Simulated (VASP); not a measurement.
# Zr9N11 (a cell with a defect) in VASP: a series of runs, part 2 of 2

VASP 6.6.1. The steps go on from the part before.

**3. Single point, PBE (atoms taken out, then relaxed in part)**

Contents of INCAR:

```
PREC = Accurate ; ENCUT = 520
EDIFF = 1E-7 ; ISMEAR = 0
SIGMA = 0.05 ; LREAL = Auto
LASPH = True ; NELM = 80
ALGO = Normal ; ISIF = 2
LWAVE = False ; LCHARG = False
GGA = PE ; NBANDS = 98
NELECT = 160.0
```

Contents of KPOINTS:

```
Automatic mesh
0
Gamma
  4 4 4
```

Contents of POSCAR:

```
Zr9N11
1.0
    0.0000000000     -5.9619910123      0.0000000000
    5.1632356738     -2.9809955061      0.0000000000
    0.0000000000     -1.9873303374      8.4679891808
Zr N
9 11
Direct
    0.4177898726      0.6666666667      0.6765598400
    0.1275943622      0.3182022712      0.6754269099
    0.7791299667      1.0151310621      0.6754269099
    0.8959198170      0.6666666667      0.3044680794
    0.5495530627      0.3323337457      0.3503757450
    0.2152201417      0.0009995876      0.3503757450
    0.6677963140      0.6666666667     -0.0158423806
    0.3445006172      0.3235298145      0.0083862153
    1.0013637651      0.0098035188      0.0083862153
    0.0329533359      0.6666666667      0.8354104190
    0.7164406837      0.3461862212      0.8461891913
    0.3959602383     -0.0128528879      0.8461891913
    0.4675758076      0.3310733368      0.6035789500
    0.1319824778      0.0022599965      0.6035789500
    0.5506390805      0.6666666667      0.4135546363
    0.1693225609      0.3595666978      0.4146612614
    0.8622225921     -0.0262333645      0.4146612614
    0.2805210741      0.6666666667      0.1262400143
    0.9670529018      0.3272940768      0.1293579473
    0.6276803119      1.0060392566      0.1293579473
```

Potentials or basis: VASP PAW PBE potentials, release 64 (Zr_sv, N).

Launch:

```bash
$ cat potpaw_PBE.64/Zr_sv/POTCAR potpaw_PBE.64/N/POTCAR > POTCAR
$ mpirun -np 1 vasp_std > vasp.out
```

OUTCAR:

```text
PREC = Accurate
   ENCUT = 520
   EDIFF = 1E-7
   ISMEAR = 0
   LREAL = Auto
   LASPH = True
   NELM = 80
   ISIF = 2
   GGA = PE
   NELECT = 160.0

 ion  position               nearest neighbor table
   1  0.418  0.667  0.677-  14 2.03  13 2.03  15 2.24  10 2.39  12 2.48  11 2.48   3 3.30   2 3.30
                             7 3.35   6 3.37   5 3.37   2 3.37   3 3.37   9 3.42   8 3.42   3 3.66
   2  0.128  0.318  0.675-  13 2.02  14 2.04  16 2.22  10 2.39  12 2.43  11 2.50   1 3.30   5 3.35
                             7 3.36   3 3.37   3 3.37   1 3.37   6 3.38   9 3.39   8 3.44   3 3.60
   3  0.779  0.015  0.675-  14 2.02  13 2.04  17 2.22  10 2.39  11 2.43  12 2.50   1 3.30   6 3.35
                             7 3.36   2 3.37   2 3.37   1 3.37   5 3.38   8 3.39   9 3.44   2 3.60
   4  0.896  0.667  0.304-  15 2.06  17 2.06  16 2.06  18 2.46  19 2.48  20 2.48   9 3.25   8 3.25
                             7 3.37   5 3.46   6 3.46   5 3.46   6 3.46   6 3.48   5 3.48   3 3.78
   5  0.550  0.332  0.350-  15 2.13  16 2.13  17 2.14  13 2.14  20 2.69  19 2.76  18 2.77   2 3.35
                             1 3.37   3 3.38   6 3.44   6 3.44   6 3.45   4 3.46   4 3.46   4 3.48
   6  0.215  0.001  0.350-  15 2.13  17 2.13  16 2.14  14 2.14  19 2.69  20 2.76  18 2.77   3 3.35
                             1 3.37   2 3.38   5 3.44   5 3.44   5 3.45   4 3.46   4 3.46   4 3.48
   7  0.668  0.667  0.984-  12 2.23  11 2.23  10 2.26  18 2.36  20 2.39  19 2.39   1 3.35   3 3.36
                             2 3.36   4 3.37   8 3.40   9 3.40   9 3.41   8 3.41   9 3.54   8 3.54
   8  0.345  0.324  0.008-  20 2.17  18 2.21  19 2.25  11 2.40  12 2.44  10 2.58   4 3.25   3 3.39
                             9 3.39   9 3.39   7 3.40   7 3.41   1 3.42   2 3.44   5 3.48   6 3.50
   9  0.001  0.010  0.008-  19 2.17  18 2.21  20 2.25  12 2.40  11 2.44  10 2.58   4 3.25   2 3.39
                             8 3.39   8 3.39   7 3.40   7 3.41   1 3.42   3 3.44   6 3.48   5 3.50
  10  0.033  0.667  0.835-   7 2.26   3 2.39   2 2.39   1 2.39   9 2.58   8 2.58
  11  0.716  0.346  0.846-   7 2.23   8 2.40   3 2.43   9 2.44   1 2.48   2 2.50
  12  0.396  0.987  0.846-   7 2.23   9 2.40   2 2.43   8 2.44   1 2.48   3 2.50
  13  0.468  0.331  0.604-   2 2.02   1 2.03   3 2.04   5 2.14
  14  0.132  0.002  0.604-   3 2.02   1 2.03   2 2.04   6 2.14
  15  0.551  0.667  0.414-   4 2.06   6 2.13   5 2.13   1 2.24
  16  0.169  0.360  0.415-   4 2.06   5 2.13   6 2.14   2 2.22
  17  0.862  0.974  0.415-   4 2.06   6 2.13   5 2.14   3 2.22
  18  0.281  0.667  0.126-   9 2.21   8 2.21   7 2.36   4 2.46   6 2.77   5 2.77
  19  0.967  0.327  0.129-   9 2.17   8 2.25   7 2.39   4 2.48   6 2.69   5 2.76
  20  0.628  0.006  0.129-   8 2.17   9 2.25   7 2.39   4 2.48   5 2.69   6 2.76
[... 217 lines left out ...]
 Free energy of the ion-electron system (eV)
  ---------------------------------------------------
  ext. energy  EPLUGINS =         0.00000000
  ---------------------------------------------------
  free energy    TOTEN  =      -226.60340134 eV

  energy without entropy =     -226.60340134  energy(sigma->0) =     -226.60340134

 E-fermi :   8.3746     XC(G=0): -11.5352

 val. band max:        8.1133749268   @ k =   0.0000   0.0000   0.0000
 cond. band min:       9.1562890113   @ k =   0.5000  -0.2500   0.2500
 fundamental gap:      1.0429140845
 Fermi energy:         8.3745682074

 k-point     1 :       0.0000    0.0000    0.0000
  band No.  band energies     occupation
      1     -40.2831      2.00000
      2     -40.2410      2.00000
      3     -40.2051      2.00000
      4     -39.8025      2.00000
      5     -39.7383      2.00000
      6     -39.7183      2.00000
[... 2269 lines left out ...]
     91      11.9525      0.00000
     92      12.1340      0.00000
 [bands above 92 left out]

------------------------ aborting loop because EDIFF is reached ----------------------------------------

  FORCE on cell =-STRESS in cart. coord.  units (eV):
  Direction    XX          YY          ZZ          XY          YZ          ZX
  --------------------------------------------------------------------------------------
  -------------------------------------------------------------------------------------
  Total      -37.9939381    -38.7519715    -39.3985353     -0.0000000      0.3511370      0.0000000
  in kB     -233.5238992   -238.1830346   -242.1570398     -0.0000000      2.1582099      0.0000000
  external PRESSURE =    -237.9546579 kB  Pullay stress =       0.0000000 kB

 VOLUME and BASIS-vectors are now :
 -----------------------------------------------------------------------------
  energy-cutoff  :      520.00
  volume of cell :      260.67
      direct lattice vectors                 reciprocal lattice vectors
     0.000000000 -5.961991012  0.000000000    -0.096838500 -0.167729203 -0.039363930
     5.163235674 -2.980995506  0.000000000     0.193677001  0.000000000  0.000000000
     0.000000000 -1.987330337  8.467989181     0.000000000  0.000000000  0.118091790

 POSITION                                       TOTAL-FORCE (eV/Angst)
 -----------------------------------------------------------------------------------
      3.44216     -5.82274      5.72910        -0.000000     -0.041028      0.021556
      1.64295     -3.05157      5.71951         0.025531      0.018124      0.014943
      0.07813     -6.03257      5.71951        -0.025531      0.018124      0.014943
      3.44216     -7.93387      2.57823        -0.000000      0.009140     -0.031332
      1.71592     -4.96343      2.96698        -0.000124     -0.001634     -0.026247
      0.00516     -1.98243      2.96698         0.000124     -0.001634     -0.026247
[... 12 lines left out ...]
      1.68990     -6.99830      1.09540        -0.002078      0.007534      0.018030
      0.03118     -4.01730      1.09540         0.002078      0.007534      0.018030
 -----------------------------------------------------------------------------------
    total drift:                               -0.000002     -0.002331      0.002223

  FREE ENERGIE OF THE ION-ELECTRON SYSTEM (eV)
  ---------------------------------------------------
  free  energy   TOTEN  =      -226.6034013438 eV

  energy  without entropy=     -226.6034013438  energy(sigma->0) =     -226.60340134
```

OSZICAR:

```text
N       E                     dE             d eps       ncg     rms          rms(c)
DAV:   1     0.160797489067E+04    0.16080E+04   -0.85940E+04  4704   0.165E+03
DAV:   2    -0.966732751520E+02   -0.17046E+04   -0.16358E+04  5480   0.482E+02
DAV:   3    -0.259856861828E+03   -0.16318E+03   -0.16182E+03  6872   0.129E+02
DAV:   4    -0.271372544169E+03   -0.11516E+02   -0.11499E+02  7224   0.298E+01
DAV:   5    -0.272206869447E+03   -0.83433E+00   -0.83422E+00  6928   0.627E+00    0.682E+01
DAV:   6    -0.226781659668E+03    0.45425E+02   -0.28051E+02  5408   0.472E+01    0.265E+01
DAV:   7    -0.226738756845E+03    0.42903E-01   -0.28087E+01  6304   0.139E+01    0.157E+01
DAV:   8    -0.226621731819E+03    0.11703E+00   -0.26180E+00  6536   0.549E+00    0.318E+00
DAV:   9    -0.226598656392E+03    0.23075E-01   -0.47158E-01  6784   0.238E+00    0.119E+00
DAV:  10    -0.226602551747E+03   -0.38954E-02   -0.49931E-02  5888   0.839E-01    0.593E-01
DAV:  11    -0.226603321201E+03   -0.76945E-03   -0.18101E-02  7024   0.476E-01    0.220E-01
DAV:  12    -0.226603396132E+03   -0.74931E-04   -0.20324E-03  6280   0.178E-01    0.623E-02
DAV:  13    -0.226603408166E+03   -0.12034E-04   -0.27376E-04  5584   0.524E-02    0.326E-02
DAV:  14    -0.226603401229E+03    0.69361E-05   -0.38790E-05  6920   0.210E-02    0.608E-03
DAV:  15    -0.226603401296E+03   -0.66979E-07   -0.45420E-06  5640   0.709E-03    0.512E-03
DAV:  16    -0.226603401435E+03   -0.13822E-06   -0.69173E-07  5160   0.268E-03    0.354E-03
DAV:  17    -0.226603401344E+03    0.90800E-07   -0.26792E-07  4096   0.169E-03
   1 F= -.22660340E+03 E0= -.22660340E+03  d E =-.620661E-15
```

It took 25 min on 1 thread of Intel Xeon Platinum 8559C (Emerald Rapids), shared host; peak memory 0.64 GiB.

Results:

```
Free energy   : -226.6034 eV
Largest force : 0.046 eV/Å
```

Forces in eV/Å, atoms in the order of the input:
```
Zr   0.000 -0.041  0.022
Zr   0.026  0.018  0.015
Zr  -0.026  0.018  0.015
Zr   0.000  0.009 -0.031
Zr   0.000 -0.002 -0.026
Zr   0.000 -0.002 -0.026
Zr   0.000  0.005  0.029
Zr   0.003 -0.002 -0.018
Zr  -0.003 -0.002 -0.018
N    0.000 -0.002 -0.008
N   -0.009  0.000 -0.005
N    0.009  0.000 -0.005
N   -0.012 -0.004 -0.023
N    0.012 -0.004 -0.023
N    0.000  0.001  0.013
N   -0.004 -0.001  0.020
N    0.004 -0.001  0.020
N    0.000 -0.004  0.015
N   -0.002  0.008  0.018
N    0.002  0.008  0.018
```

Levels at points of the mesh, in eV from the Fermi level:
```tsv
k point	band 76	band 77	band 78	band 79	band 80	band 81	band 82	band 83	band 84	band 85
(0.00, 0.00, 0.00)	-1.05	-0.97	-0.68	-0.64	-0.26	1.40	1.70	1.89	2.32	2.34
(0.50, 0.00, 0.00)	-1.34	-0.96	-0.75	-0.69	-0.50	1.01	1.66	1.95	2.18	2.55
(0.00, 0.50, 0.00)	-1.16	-1.07	-0.75	-0.70	-0.56	0.95	1.76	1.79	2.23	2.76
(0.00, 0.00, 0.50)	-1.00	-0.98	-0.71	-0.66	-0.60	1.49	1.92	1.95	2.32	2.49
(0.50, 0.00, 0.50)	-1.12	-0.86	-0.77	-0.62	-0.43	0.85	1.79	1.92	2.18	2.34
(0.00, 0.50, 0.50)	-1.26	-0.81	-0.71	-0.58	-0.34	1.20	1.68	1.78	2.20	2.39
```

Caveat: the cell carries a net charge on a neutralising background, which shifts energy and pressure; the cell differs from its parent crystal (atoms taken out, then relaxed in part); the cell is charged against a uniform background, so pressure and absolute levels hang on convention.
